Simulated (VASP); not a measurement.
Here is a VASP 6.6.1 calculation.

The input INCAR:

```
SYSTEM = Mo
PREC = Accurate
ENCUT = 520
EDIFF = 1E-7
ISMEAR = -1
SIGMA = 0.05
LREAL = .FALSE.
LASPH = .TRUE.
NELM = 100
ALGO = Normal
ISIF = 2
LWAVE = .FALSE.
LCHARG = .FALSE.
GGA = PE
NBANDS = 13
```

KPOINTS

```
regular mesh
0
G
  12 12 12
  0 0 0
```

File POSCAR:

```
Mo
1.0
   -1.5624035240      1.5624035240      1.5624035240
    1.5624035240     -1.5624035240      1.5624035240
    1.5624035240      1.5624035240     -1.5624035240
Mo
1
Direct
    0.0000000000      0.0000000000      0.0000000000
```

Potentials or basis: VASP PAW PBE potentials, release 64 (Mo_sv).

Command:

```console
$ cat potpaw_PBE.64/Mo_sv/POTCAR > POTCAR
$ mpirun -np 1 vasp_std > vasp.out
```

Q: What does it give for the pressure?

A: 10.1 GPa.

Q: Estimate the band gap on the k mesh.

A: Zero (band 7 reaches 17.11 eV, above the bottom of band 8 at 11.58 eV).
